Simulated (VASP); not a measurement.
# MgS (Fm-3m) in VASP: single point with HSE06

Aim: the single point of MgS with HSE06.

Program: VASP 6.6.1. These are calculated values, not measurements. Logs are shortened: lines on timing, memory, paths and dates and some standing lists are left out, and cuts for length are marked.

## 1. The cell of the first run

The structure is cubic, space group Fm-3m (No. 225). The conventional cell has a = 5.182 Å, b = 5.182 Å, c = 5.182 Å, α = 90.00°, β = 90.00°, γ = 90.00°. S (site symmetry m-3m) has 6 Mg at 2.59 Å within 3.4 Å. Within 3.4 Å of Mg (site symmetry m-3m) lie 6 S at 2.59 Å.

## 2. Single point, HSE06

POSCAR

```
MgS
1.0
   10.3639610000      0.0000000000      0.0000000000
    0.0000000000     10.3639610000      0.0000000000
    0.0000000000      0.0000000000     10.3639610000
S Mg
32 32
Direct
    0.2500000000      0.0000000000      0.0000000000
    0.2500000000      0.0000000000      0.5000000000
    0.2500000000      0.5000000000      0.0000000000
    0.2500000000      0.5000000000      0.5000000000
    0.7500000000      0.0000000000      0.0000000000
    0.7500000000      0.0000000000      0.5000000000
    0.7500000000      0.5000000000      0.0000000000
    0.7500000000      0.5000000000      0.5000000000
    0.0000000000      0.2500000000      0.0000000000
    0.0000000000      0.2500000000      0.5000000000
    0.0000000000      0.7500000000      0.0000000000
    0.0000000000      0.7500000000      0.5000000000
    0.5000000000      0.2500000000      0.0000000000
    0.5000000000      0.2500000000      0.5000000000
    0.5000000000      0.7500000000      0.0000000000
    0.5000000000      0.7500000000      0.5000000000
    0.0000000000      0.0000000000      0.2500000000
    0.0000000000      0.0000000000      0.7500000000
    0.0000000000      0.5000000000      0.2500000000
    0.0000000000      0.5000000000      0.7500000000
    0.5000000000      0.0000000000      0.2500000000
    0.5000000000      0.0000000000      0.7500000000
    0.5000000000      0.5000000000      0.2500000000
    0.5000000000      0.5000000000      0.7500000000
    0.2500000000      0.2500000000      0.2500000000
    0.2500000000      0.2500000000      0.7500000000
    0.2500000000      0.7500000000      0.2500000000
    0.2500000000      0.7500000000      0.7500000000
    0.7500000000      0.2500000000      0.2500000000
    0.7500000000      0.2500000000      0.7500000000
    0.7500000000      0.7500000000      0.2500000000
    0.7500000000      0.7500000000      0.7500000000
    0.0000000000      0.0000000000      0.0000000000
    0.0000000000      0.0000000000      0.5000000000
    0.0000000000      0.5000000000      0.0000000000
    0.0000000000      0.5000000000      0.5000000000
    0.5000000000      0.0000000000      0.0000000000
    0.5000000000      0.0000000000      0.5000000000
    0.5000000000      0.5000000000      0.0000000000
    0.5000000000      0.5000000000      0.5000000000
    0.2500000000      0.2500000000      0.0000000000
    0.2500000000      0.2500000000      0.5000000000
    0.2500000000      0.7500000000      0.0000000000
    0.2500000000      0.7500000000      0.5000000000
    0.7500000000      0.2500000000      0.0000000000
    0.7500000000      0.2500000000      0.5000000000
    0.7500000000      0.7500000000      0.0000000000
    0.7500000000      0.7500000000      0.5000000000
    0.2500000000      0.0000000000      0.2500000000
    0.2500000000      0.0000000000      0.7500000000
    0.2500000000      0.5000000000      0.2500000000
    0.2500000000      0.5000000000      0.7500000000
    0.7500000000      0.0000000000      0.2500000000
    0.7500000000      0.0000000000      0.7500000000
    0.7500000000      0.5000000000      0.2500000000
    0.7500000000      0.5000000000      0.7500000000
    0.0000000000      0.2500000000      0.2500000000
    0.0000000000      0.2500000000      0.7500000000
    0.0000000000      0.7500000000      0.2500000000
    0.0000000000      0.7500000000      0.7500000000
    0.5000000000      0.2500000000      0.2500000000
    0.5000000000      0.2500000000      0.7500000000
    0.5000000000      0.7500000000      0.2500000000
    0.5000000000      0.7500000000      0.7500000000
```

INCAR.step1

```
SYSTEM = MgS
PREC = Accurate
ENCUT = 520
EDIFF = 1E-5
ISMEAR = -1
SIGMA = 0.05
LREAL = Auto
LASPH = .True.
NELM = 100
ALGO = Normal
ISIF = 2
LWAVE = .True.
LCHARG = .False.
GGA = PE
NBANDS = 166
```

INCAR.step2

```
SYSTEM = MgS
PREC = Accurate
ENCUT = 520
EDIFF = 1E-6
ISMEAR = -1
SIGMA = 0.05
LREAL = Auto
LASPH = .True.
NELM = 100
ALGO = Normal
ISIF = 2
LWAVE = .False.
LCHARG = .False.
GGA = PE
LHFCALC = .True.
HFSCREEN = 0.2079
PRECFOCK = Fast
ISTART = 1
NBANDS = 166
```

KPOINTS

```
regular mesh
0
Gamma
  1 1 1
  0 0 0
```

Potentials or basis: VASP PAW PBE potentials, release 64 (S, Mg).

On the command line:

```
> cat potpaw_PBE.64/S/POTCAR potpaw_PBE.64/Mg/POTCAR > POTCAR
> cp INCAR.step1 INCAR
> mpirun -np 1 vasp_gam > vasp.out
> cp INCAR.step2 INCAR
> mpirun -np 1 vasp_gam > vasp.out
```

OUTCAR:

```text
SYSTEM = MgS
   PREC = Accurate
   ENCUT = 520
   EDIFF = 1E-6
   ISMEAR = -1
   LREAL = Auto
   LASPH = .True.
   NELM = 100
   ISIF = 2
   GGA = PE
   LHFCALC = .True.
   HFSCREEN = 0.2079
   PRECFOCK = Fast
   ISTART = 1

 ion  position               nearest neighbor table
   1  0.250  0.000  0.000-  33 2.59  37 2.59  41 2.59  43 2.59  49 2.59  50 2.59
   2  0.250  0.000  0.500-  34 2.59  38 2.59  42 2.59  44 2.59  49 2.59  50 2.59
   3  0.250  0.500  0.000-  35 2.59  39 2.59  41 2.59  43 2.59  51 2.59  52 2.59
   4  0.250  0.500  0.500-  36 2.59  40 2.59  42 2.59  44 2.59  51 2.59  52 2.59
   5  0.750  0.000  0.000-  33 2.59  37 2.59  45 2.59  47 2.59  53 2.59  54 2.59
   6  0.750  0.000  0.500-  34 2.59  38 2.59  46 2.59  48 2.59  53 2.59  54 2.59
[... 56 lines left out ...]
  63  0.500  0.750  0.250-  15 2.59  16 2.59  21 2.59  23 2.59  27 2.59  31 2.59
  64  0.500  0.750  0.750-  15 2.59  16 2.59  22 2.59  24 2.59  28 2.59  32 2.59

  LATTYP: Found a simple cubic cell.
 ALAT       =    10.3639610000

  Lattice vectors:

 A1 = (  10.3639610000,   0.0000000000,   0.0000000000)
 A2 = (   0.0000000000,  10.3639610000,   0.0000000000)
 A3 = (   0.0000000000,   0.0000000000,  10.3639610000)

Analysis of symmetry for initial positions (statically):
=====================================================================
 Subroutine PRICEL returns following result:

  LATTYP: Found a face centered cubic cell.
 ALAT       =     5.1819805000

  Lattice vectors:

 A1 = (   2.5909902500,  -2.5909902500,   0.0000000000)
 A2 = (   2.5909902500,   0.0000000000,   2.5909902500)
 A3 = (   0.0000000000,  -2.5909902500,   2.5909902500)

  32 primitive cells build up your supercell.

 Routine SETGRP: Setting up the symmetry group for a
 simple cubic supercell.

 Subroutine GETGRP returns: Found 48 space group operations
 (whereof 48 operations were pure point group operations)
 out of a pool of 48 trial point group operations.

The static configuration has the point symmetry O_h .

Analysis of symmetry for dynamics (positions and initial velocities):
=====================================================================
 Subroutine PRICEL returns following result:

  LATTYP: Found a face centered cubic cell.
 ALAT       =     5.1819805000

  Lattice vectors:

 A1 = (   2.5909902500,  -2.5909902500,   0.0000000000)
 A2 = (   2.5909902500,   0.0000000000,   2.5909902500)
 A3 = (   0.0000000000,  -2.5909902500,   2.5909902500)

  32 primitive cells build up your supercell.

 Routine SETGRP: Setting up the symmetry group for a
 simple cubic supercell.

 Subroutine GETGRP returns: Found 48 space group operations
 (whereof 48 operations were pure point group operations)
 out of a pool of 48 trial point group operations.

The dynamic configuration has the point symmetry O_h .

 Subroutine INISYM returns: Found 48 space group operations
 (whereof 48 operations are pure point group operations),
 and found    32 'primitive' translations

----------------------------------------------------------------------------------------

                                     Primitive cell

  volume of cell :      34.7878

  direct lattice vectors                    reciprocal lattice vectors
     2.590990250 -2.590990250  0.000000000     0.192976411 -0.192976411 -0.192976411
     2.590990250  0.000000000  2.590990250     0.192976411  0.192976411  0.192976411
     0.000000000 -2.590990250  2.590990250    -0.192976411 -0.192976411  0.192976411

  length of vectors
     3.664213552  3.664213552  3.664213552     0.334244949  0.334244949  0.334244949

  position of ions in fractional coordinates (direct lattice)
     0.500000000  0.500000000  0.500000000
     0.000000000  0.000000000  0.000000000

  ion indices of the primitive-cell ions
   primitive index   ion index
                 1           1
                 2          33

----------------------------------------------------------------------------------------

 KPOINTS: regular mesh

Automatic generation of k-mesh.
 Grid dimensions read from file:
 generate k-points for:    1    1    1

 Generating k-lattice:

  Cartesian coordinates                     Fractional coordinates (reciprocal lattice)
     0.096488206  0.000000000  0.000000000     1.000000000  0.000000000  0.000000000
     0.000000000  0.096488206  0.000000000     0.000000000  1.000000000  0.000000000
     0.000000000  0.000000000  0.096488206     0.000000000  0.000000000  1.000000000

  Length of vectors
     0.096488206  0.096488206  0.096488206

  Shift w.r.t. Gamma in fractional coordinates (k-lattice)
     0.000000000  0.000000000  0.000000000

 Subroutine IBZKPT returns following result:
 ===========================================

 Found      1 irreducible k-points:

 Following reciprocal coordinates:
            Coordinates               Weight
  0.000000  0.000000  0.000000      1.000000
   k-points           NKPTS =      1   k-points in BZ     NKDIM =      1   number of bands    NBANDS=    166
   number of dos      NEDOS =    301   number of ions     NIONS =     64
   total plane-waves  NPLWV = 512000
   dimension x,y,z NGX =    80 NGY =   80 NGZ =   80
   dimension x,y,z NGXF=   160 NGYF=  160 NGZF=  160
   ions per type =              32  32
   NGX,Y,Z   is equivalent  to a cutoff of  12.83, 12.83, 12.83 a.u.
   NGXF,Y,Z  is equivalent  to a cutoff of  25.67, 25.67, 25.67 a.u.
 SYSTEM =  MgS
   PREC   = accura    normal or accurate (medium, high low for compatibility)
   ISTART =      1    job   : 0-new  1-cont  2-samecut
   ICHARG =      0    charge: 1-file 2-atom 10-const
   ISPIN  =      1    spin polarized calculation?
   LNONCOLLINEAR =      F non collinear calculations
   LSORBIT =      F    spin-orbit coupling
   LASPH  =      T    aspherical Exc in radial PAW
   ENCUT  =  520.0 eV  38.22 Ry    6.18 a.u.  19.27 19.27 19.27*2*pi/ulx,y,z
   NELM   =    100;   NELMIN=  2; NELMDL=  0     # of ELM steps
   EDIFF  = 0.1E-05   stopping-criterion for ELM
   LREAL  =      T    real-space projection
   EDIFFG = 0.1E-04   stopping-criterion for IOM
   NSW    =      0    number of steps for IOM
   IBRION =     -1    ionic relax: 0-MD 1-quasi-New 2-CG
   NFREE  =      0    steps in history (QN), initial steepest desc. (CG)
   ISIF   =      2    stress and relaxation
   ISYM   =      3    0-nonsym 1-usesym 2-fastsym
   POTIM  = 0.5000    time-step for ionic-motion
   TEBEG  =    0.0;   TEEND  =   0.0 temperature during run
   PSTRESS=    0.0 pullay stress
   NELECT =     256.0000    total number of electrons
   NUPDOWN=      -1.0000    fix difference up-down
   EMIN   =  10.00;   EMAX   =-10.00  energy-range for DOS
   EFERMI =   0.00;   METHOD = LEGACY
   ISMEAR =    -1;   SIGMA  =   0.05  broadening in eV -4-tet -1-fermi 0-gaus
   EFERMI_NEDOS =   21; number of points for ismear=-14 and -15
   IALGO  =     38    algorithm
   IMIX   =      1    mixing-type and parameters
     AMIX     =   0.40;   BMIX     =  1.00
     AMIX_MAG =   1.60;   BMIX_MAG =  1.00
  volume/ion in A,a.u.               =      17.39       117.38
  Fermi-wavevector in a.u.,A,eV,Ry     =   1.002988  1.895372 13.687255  1.005985
  Thomas-Fermi vector in A             =   2.135511
   LORBIT       =      0    0 simple, 1 ext, 2 COOP (PROOUT), +10 PAW based schemes
   GGA     = PE    functional components
   LHFCALC =     T    Hartree Fock is set to
   PRECFOCK=fast      Normal, Fast or Accurate (Low or Medium for compatibility)
   ENCUT4O =  -1.0   cutoff for four orbital integrals eV
   NKREDX  =     1    reduce k-point grid by
   NKREDY  =     1    reduce k-point grid by
   NKREDZ  =     1    reduce k-point grid by
   AEXX    =    0.2500 exact exchange contribution
   HFSCREEN=    0.2079 screening length (either q_TF or 0.3 A-1)
   HFSCREENC=   0.2079 screening length for correlation (either q_TF or 0.3 A-1)
   ENCUTFOCK=  -1.0 apply spherical cutoff to Coloumb kernel
   IVDW    =     0    specifies the selected vdW correction
   LEPSILON=     F    determine dielectric tensor
   LRPA    =     F    only Hartree local field effects (RPA)
 non-spin polarized calculation
  energy-cutoff  :      520.00
  volume of cell :     1113.21
 maximum number of plane-waves:     15024
 NGX is ok and might be reduce to    80
  NGX = 40; NGY = 40; NGZ = 40

 number of electron     255.9999994 magnetization

 Free energy of the ion-electron system (eV)
  ---------------------------------------------------
  ext. energy  EPLUGINS =         0.00000000
  ---------------------------------------------------
  free energy    TOTEN  =      -315.39592907 eV

  energy without entropy =     -315.39592907  energy(sigma->0) =     -315.39592907

 E-fermi :   4.4526     XC(G=0):  -8.0837

 val. band max:        3.1811775461   @ k =   0.0000   0.0000   0.0000
 cond. band min:       6.9633959158   @ k =   0.0000   0.0000   0.0000
 fundamental gap:      3.7822183696
 Fermi energy:         4.4525914384

 k-point     1 :       0.0000    0.0000    0.0000
  band No.  band energies     occupation
      1     -10.8431      2.00000
      2     -10.0180      2.00000
      3     -10.0180      2.00000
      4     -10.0180      2.00000
      5     -10.0180      2.00000
      6     -10.0180      2.00000
[... 132 lines left out ...]
    139       8.7744      0.00000
    140       9.3485      0.00000
 [bands above 140 left out]

------------------------ aborting loop because EDIFF is reached ----------------------------------------

  FORCE on cell =-STRESS in cart. coord.  units (eV):
  Direction    XX          YY          ZZ          XY          YZ          ZX
  --------------------------------------------------------------------------------------
  -------------------------------------------------------------------------------------
  Total        4.1491519      4.1491519      4.1491519      0.0000000      0.0000000     -0.0000000
  in kB        5.9716261      5.9716261      5.9716261      0.0000000      0.0000000     -0.0000000
  external PRESSURE =       5.9716261 kB  Pullay stress =       0.0000000 kB

 VOLUME and BASIS-vectors are now :
 -----------------------------------------------------------------------------
  energy-cutoff  :      520.00
  volume of cell :     1113.21
      direct lattice vectors                 reciprocal lattice vectors
    10.363961000  0.000000000  0.000000000     0.096488206  0.000000000  0.000000000
     0.000000000 10.363961000  0.000000000     0.000000000  0.096488206  0.000000000
     0.000000000  0.000000000 10.363961000     0.000000000  0.000000000  0.096488206

 POSITION                                       TOTAL-FORCE (eV/Angst)
 -----------------------------------------------------------------------------------
      2.59099      0.00000      0.00000        -0.000000      0.000000      0.000000
      2.59099      0.00000      5.18198        -0.000000      0.000000      0.000000
      2.59099      5.18198      0.00000        -0.000000      0.000000      0.000000
      2.59099      5.18198      5.18198        -0.000000      0.000000      0.000000
      7.77297      0.00000      0.00000        -0.000000      0.000000      0.000000
      7.77297      0.00000      5.18198        -0.000000      0.000000      0.000000
[... 56 lines left out ...]
      5.18198      7.77297      2.59099        -0.000000      0.000000     -0.000000
      5.18198      7.77297      7.77297        -0.000000     -0.000000      0.000000
 -----------------------------------------------------------------------------------
    total drift:                                0.001165     -0.000057      0.000705

  FREE ENERGIE OF THE ION-ELECTRON SYSTEM (eV)
  ---------------------------------------------------
  free  energy   TOTEN  =      -315.3959290674 eV

  energy  without entropy=     -315.3959290673  energy(sigma->0) =     -315.39592907
```

Run time: 19 min. Hardware: 1 thread of Intel Xeon Platinum 8488C (Sapphire Rapids), shared host; peak memory 1.2 GiB.

What came out:

```yaml
Free_energy: -315.3959 eV
Pressure: 0.6 GPa
Band_gap_on_the_k_mesh: 3.78 eV
```

Levels at points of the mesh, in eV from the valence-band top:
| k point | band 125 | band 126 | band 127 | band 128 | band 129 | band 130 | band 131 | band 132 |
| --- | --- | --- | --- | --- | --- | --- | --- | --- |
| (0.00, 0.00, 0.00) | -0.66 | 0.00 | 0.00 | 0.00 | 3.78 | 3.78 | 3.78 | 4.92 |

Caveat: the k points lie up to 0.61 Å⁻¹ apart; the PAW data sets were made with another functional, which shifts forces and pressure a little; an odd mesh through Γ misses points on the zone boundary, where band edges can lie.
